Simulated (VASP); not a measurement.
Write the native input for VASP 6.6.1 that does the following.

```yaml
Task: relaxation of cell and atoms
Functional: PBE
Potentials_or_basis: VASP PAW PBE potentials, release 64 (Al, O)
Cutoff: 600 eV
k_mesh: 6 × 6 × 2
Occupations: gaussian, width 0.1 eV
Spin: no spin polarisation
Dipole_correction: no
Further_INCAR_settings: ALGO = Normal; EDIFF = 1e-07; IBRION = 2; EDIFFG = -0.04; NSW = 90; ISIF = 3
```

The structure of AlO lies in POSCAR:

```
AlO
1.0
    2.5028996300      0.0000000000      0.0000000000
   -1.2514498100      2.1675746600      0.0000000000
    0.0000000000      0.0000000000      8.0092788100
Al O
2 2
Direct
    0.0000000000      0.0000000000      0.7500000000
    0.0000000000      0.0000000000      0.2500000000
    0.3333333300      0.6666666700      0.8700000000
    0.6666666700      0.3333333300      0.1300000000
```

This cell differs from its parent crystal: atoms taken out.

The input as run:

INCAR

```
ALGO     = Normal         # electronic algorithm
EDIFF    = 1E-7           # SCF threshold, eV
EDIFFG   = -0.04          # ionic threshold
ENCUT    = 600            # plane-wave cutoff, eV
GGA      = PE             # functional
IBRION   = 2              # ionic algorithm
ISIF     = 3              # what is computed and relaxed
ISMEAR   = 0              # smearing method
LASPH    = T              # aspherical terms in the spheres
LCHARG   = F              # write CHGCAR
LREAL    = F              # projectors in reciprocal space
LWAVE    = F              # write WAVECAR
NELM     = 100            # most SCF steps
NSW      = 90             # ionic steps
PREC     = Accurate       # precision mode
SIGMA    = 0.1            # smearing width, eV
```

KPOINTS

```
k-points
0
Gamma
  6 6 2
```

Potentials or basis: VASP PAW PBE potentials, release 64 (Al, O).

The run is started by

```sh
$ cat potpaw_PBE.64/Al/POTCAR potpaw_PBE.64/O/POTCAR > POTCAR
$ mpirun -np 1 vasp_std > vasp.out
```

Results of the run:

```
Relaxed volume                        : 13.68 Å³/atom
Relaxed cell                          : a = 2.963 Å, b = 2.963 Å, c = 7.193 Å, α = 90.00°, β = 90.00°, γ = 120.00°
Space group after relaxing (to 0.1 Å) : P-3m1 (No. 164)
Energy gained by relaxing             : 1330.5 meV/atom
Ionic steps                           : 33
Pressure after relaxing               : 0.3 GPa
Largest force after relaxing          : 0.031 eV/Å
Band gap on the k mesh                : 1.02 eV (least direct gap 1.75 eV)
```

Caveat: the k points lie up to 0.44 Å⁻¹ apart in the final cell; the cell differs from its parent crystal (atoms taken out); the volume moved by over 15 % at a fixed basis, so the end points are rough.

Run time: 4.4 min on 1 thread of Intel Xeon 8259CL, on a shared host, peak memory 0.16 GiB.
